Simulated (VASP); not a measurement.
# MgS (P1) in VASP: single point with PBE

Aim: the single point of MgS with PBE.

Everything below comes from runs of VASP 6.6.1. Logs are shortened: lines on timing, memory, paths and dates and some standing lists are left out, and cuts for length are marked.

### Step 1. The cell of the first run

The typed cell holds 16 atoms: a = 7.358 Å, b = 7.358 Å, c = 7.358 Å, α = 60.00°, β = 60.00°, γ = 60.00°.

### Step 2. Single point, PBE

File INCAR:

```
SYSTEM = MgS
ALGO = Normal ; EDIFF = 1E-6
ENCUT = 520 ; GGA = PE
ISIF = 2 ; ISMEAR = -1
LASPH = .True. ; LCHARG = .False.
LREAL = Auto ; LWAVE = .False.
NBANDS = 46 ; NELM = 60
PREC = Accurate ; SIGMA = 0.026
```

File KPOINTS:

```
k-points
0
Gamma
  2 2 2
  0 0 0
```

File POSCAR:

```
MgS
1.0
    0.0000000000      5.2030358740      5.2030358740
    5.2030358740      0.0000000000      5.2030358740
    5.2030358740      5.2030358740      0.0000000000
Mg S
8 8
Direct
   -0.0082329819     -0.0024703847      0.0071839789
    0.0075711567     -0.0038944571      0.4992919639
   -0.0025136286      0.4976186140      0.0153148089
    0.0094932077      0.5145729464      0.4864608973
    0.4887248640      0.0053382296     -0.0034737412
    0.4984149759      0.0015169990      0.4923392923
    0.5096889709      0.4955973901     -0.0075567421
    0.4827946723      0.5140035673      0.5134694560
    0.2438188071      0.2518323978      0.2487882135
    0.2540335166      0.2496995084      0.7487012572
    0.2543555401      0.7543668918      0.2452987123
    0.2439684313      0.7444962122      0.7499418790
    0.7646563653      0.2390981977      0.2655204641
    0.7344700464      0.2505971574      0.7530907137
    0.7480139661      0.7451669744      0.2528709261
    0.7673412401      0.7478499273      0.7334910026
```

Potentials or basis: VASP PAW PBE potentials, release 64 (Mg, S).

Command:

```bash
> cat potpaw_PBE.64/Mg/POTCAR potpaw_PBE.64/S/POTCAR > POTCAR
> mpirun -np 1 vasp_std > vasp.out
```

OUTCAR:

```text
SYSTEM = MgS
   EDIFF = 1E-6
   ENCUT = 520
   GGA = PE
   ISIF = 2
   ISMEAR = -1
   LASPH = .True.
   LREAL = Auto
   NELM = 60
   PREC = Accurate

 ion  position               nearest neighbor table
   1  0.992  0.998  0.007-  15 2.58  13 2.61  11 2.61  12 2.66  14 2.66  10 2.68   4 3.54   6 3.60
                             7 3.61   3 3.63   5 3.65
   2  0.008  0.996  0.499-  13 2.48  12 2.54  16 2.54   9 2.56  11 2.58  14 2.65   8 3.52   4 3.58
                             6 3.61   5 3.62   3 3.63
   3  0.997  0.498  0.015-   9 2.50  15 2.52  13 2.56  12 2.57  16 2.67  10 2.68   4 3.58   5 3.62
                             2 3.63   1 3.63   8 3.63
   4  0.009  0.515  0.486-  16 2.50  11 2.52  15 2.58   9 2.61  10 2.64  14 2.80   1 3.54   3 3.58
                             8 3.58   2 3.58
   5  0.489  0.005  0.997-  10 2.51  11 2.53  14 2.55   9 2.60  15 2.68  16 2.71   3 3.62   2 3.62
                             1 3.65   8 3.65
   6  0.498  0.002  0.492-  15 2.58   9 2.59  10 2.63  13 2.63  16 2.66  12 2.66   8 3.57   1 3.60
                             2 3.61   7 3.66
   7  0.510  0.496  0.992-  14 2.52  12 2.65   9 2.65  16 2.65  11 2.66  13 2.75   8 3.56   1 3.61
                             6 3.66
   8  0.483  0.514  0.513-  12 2.43  14 2.56  10 2.57  15 2.59  11 2.59  13 2.73   2 3.52   7 3.56
                             6 3.57   4 3.58   3 3.63   5 3.65
   9  0.244  0.252  0.249-   3 2.50   2 2.56   6 2.59   5 2.60   4 2.61   7 2.65
  10  0.254  0.250  0.749-   5 2.51   8 2.57   6 2.63   4 2.64   1 2.68   3 2.68
  11  0.254  0.754  0.245-   4 2.52   5 2.53   2 2.58   8 2.59   1 2.61   7 2.66
  12  0.244  0.744  0.750-   8 2.43   2 2.54   3 2.57   7 2.65   1 2.66   6 2.66
  13  0.765  0.239  0.266-   2 2.48   3 2.56   1 2.61   6 2.63   8 2.73   7 2.75
  14  0.734  0.251  0.753-   7 2.52   5 2.55   8 2.56   2 2.65   1 2.66   4 2.80
  15  0.748  0.745  0.253-   3 2.52   6 2.58   4 2.58   1 2.58   8 2.59   5 2.68
  16  0.767  0.748  0.733-   4 2.50   2 2.54   7 2.65   6 2.66   3 2.67   5 2.71

  LATTYP: Found a face centered cubic cell.
 ALAT       =    10.4060717480

  Lattice vectors:

 A1 = (   0.0000000000,   5.2030358740,   5.2030358740)
 A2 = (   5.2030358740,   0.0000000000,   5.2030358740)
 A3 = (   5.2030358740,   5.2030358740,   0.0000000000)

Analysis of symmetry for initial positions (statically):
=====================================================================
 Subroutine PRICEL returns:
 Original cell was already a primitive cell.

 Routine SETGRP: Setting up the symmetry group for a
 face centered cubic supercell.

 Subroutine GETGRP returns: Found  1 space group operations
 (whereof  1 operations were pure point group operations)
 out of a pool of 48 trial point group operations.

The static configuration has the point symmetry C_1 .

[... 133 lines left out ...]
   PSTRESS=    0.0 pullay stress
   NELECT =      64.0000    total number of electrons
   NUPDOWN=      -1.0000    fix difference up-down
   EMIN   =  10.00;   EMAX   =-10.00  energy-range for DOS
   EFERMI =   0.00;   METHOD = LEGACY
   ISMEAR =    -1;   SIGMA  =   0.03  broadening in eV -4-tet -1-fermi 0-gaus
   EFERMI_NEDOS =   21; number of points for ismear=-14 and -15
   IALGO  =     38    algorithm
   IMIX   =      4    mixing-type and parameters
     AMIX     =   0.40;   BMIX     =  1.00
     AMIX_MAG =   1.60;   BMIX_MAG =  1.00
  volume/ion in A,a.u.               =      17.61       118.82
  Fermi-wavevector in a.u.,A,eV,Ry     =   0.998929  1.887702 13.576701  0.997859
  Thomas-Fermi vector in A             =   2.131185
   LORBIT       =      0    0 simple, 1 ext, 2 COOP (PROOUT), +10 PAW based schemes
   GGA     = PE    functional components
   LHFCALC =     F    Hartree Fock is set to
   AEXX    =    0.0000 exact exchange contribution
   IVDW    =     0    specifies the selected vdW correction
   LEPSILON=     F    determine dielectric tensor
   LRPA    =     F    only Hartree local field effects (RPA)
 non-spin polarized calculation
  energy-cutoff  :      520.00
  volume of cell :      281.71
 maximum number of plane-waves:      7640
 NGX is ok and might be reduce to    56
   NGX = 27   NGY = 27   NGZ = 27

 number of electron      64.0000000 magnetization

 Free energy of the ion-electron system (eV)
  ---------------------------------------------------
  ext. energy  EPLUGINS =         0.00000000
  ---------------------------------------------------
  free energy    TOTEN  =       -67.28149878 eV

  energy without entropy =      -67.28149878  energy(sigma->0) =      -67.28149878

 E-fermi :   4.4109     XC(G=0):  -9.6765

 val. band max:        3.8067248308   @ k =   0.0000   0.0000   0.0000
 cond. band min:       6.5130021346   @ k =   0.0000   0.0000   0.0000
 fundamental gap:      2.7062773037
 Fermi energy:         4.4108787530

 k-point     1 :       0.0000    0.0000    0.0000
  band No.  band energies     occupation
      1      -8.9504      2.00000
      2      -7.6918      2.00000
      3      -7.6800      2.00000
      4      -7.6486      2.00000
      5      -7.5906      2.00000
      6      -7.1956      2.00000
[... 365 lines left out ...]
     43      10.9848      0.00000
     44      11.1277      0.00000
 [bands above 44 left out]

------------------------ aborting loop because EDIFF is reached ----------------------------------------

  FORCE on cell =-STRESS in cart. coord.  units (eV):
  Direction    XX          YY          ZZ          XY          YZ          ZX
  --------------------------------------------------------------------------------------
  -------------------------------------------------------------------------------------
  Total        3.3414702      3.2343839      3.0826131     -0.1209032      0.0035303     -0.0429639
  in kB       19.0041181     18.3950806     17.5319065     -0.6876193      0.0200781     -0.2443506
  external PRESSURE =      18.3103684 kB  Pullay stress =       0.0000000 kB

 VOLUME and BASIS-vectors are now :
 -----------------------------------------------------------------------------
  energy-cutoff  :      520.00
  volume of cell :      281.71
      direct lattice vectors                 reciprocal lattice vectors
     0.000000000  5.203035874  5.203035874    -0.096097742  0.096097742  0.096097742
     5.203035874  0.000000000  5.203035874     0.096097742 -0.096097742  0.096097742
     5.203035874  5.203035874  0.000000000     0.096097742  0.096097742 -0.096097742

 POSITION                                       TOTAL-FORCE (eV/Angst)
 -----------------------------------------------------------------------------------
      5.22756      5.19758     10.35038         0.092282     -0.212342      0.271294
      7.78061      2.63723      5.22217         0.281032     -0.049102     -0.108768
      2.66881      5.26964      7.77908        -0.345798     -0.467678     -0.127078
      5.20841      2.58047      2.72674        -0.079187      0.184329     -0.509182
      5.21274      7.72781      2.57063        -0.252466      0.176297      0.265711
      2.56955      5.15493      2.60116         0.235584      0.267275      0.125579
[... 8 lines left out ...]
      5.19283      5.20764      7.76907         0.202821     -0.183422      0.173965
      7.70747      7.80888      7.88359         0.416872      0.011899     -0.644779
 -----------------------------------------------------------------------------------
    total drift:                                0.002576      0.001310     -0.003169

  FREE ENERGIE OF THE ION-ELECTRON SYSTEM (eV)
  ---------------------------------------------------
  free  energy   TOTEN  =       -67.2814987845 eV

  energy  without entropy=      -67.2814987844  energy(sigma->0) =      -67.28149878
```

stdout:

```text
POSCAR found type information on POSCAR MgS
 POSCAR found :  2 types and      16 ions
 scaLAPACK will be used
 LDA part: xc-table for (Slater+PW92), standard interpolation
 POSCAR, INCAR and KPOINTS ok, starting setup
 FFT: planning ... GRIDC
 FFT: planning ... GRID_SOFT
 FFT: planning ... GRID
 WAVECAR not read
 entering main loop
```

Run time: 94 s. Hardware: 1 thread of Intel Xeon 6975P-C (Granite Rapids), shared host; peak memory 0.42 GiB.

What came out:

```yaml
Free_energy: -67.2815 eV
Pressure: 1.8 GPa
Largest_force: 1.025 eV/Å
Band_gap_on_the_k_mesh: 2.71 eV
```

Forces in eV/Å, atoms in the order of the input:
```
Mg   0.092 -0.212  0.271
Mg   0.281 -0.049 -0.109
Mg  -0.346 -0.468 -0.127
Mg  -0.079  0.184 -0.509
Mg  -0.252  0.176  0.266
Mg   0.236  0.267  0.126
Mg   0.106  0.187  0.132
Mg  -0.790  0.144 -0.063
S    0.152  0.519  0.336
S   -0.151 -0.373 -0.365
S   -0.490 -0.023  0.011
S    0.707  0.265  0.367
S   -0.124 -1.002 -0.178
S    0.038  0.555  0.314
S    0.203 -0.183  0.174
S    0.417  0.012 -0.645
```

Caveat: the k points lie up to 0.52 Å⁻¹ apart; forces of over 1 eV/Å act on the atoms, so gaps and moduli don't describe the material at rest.
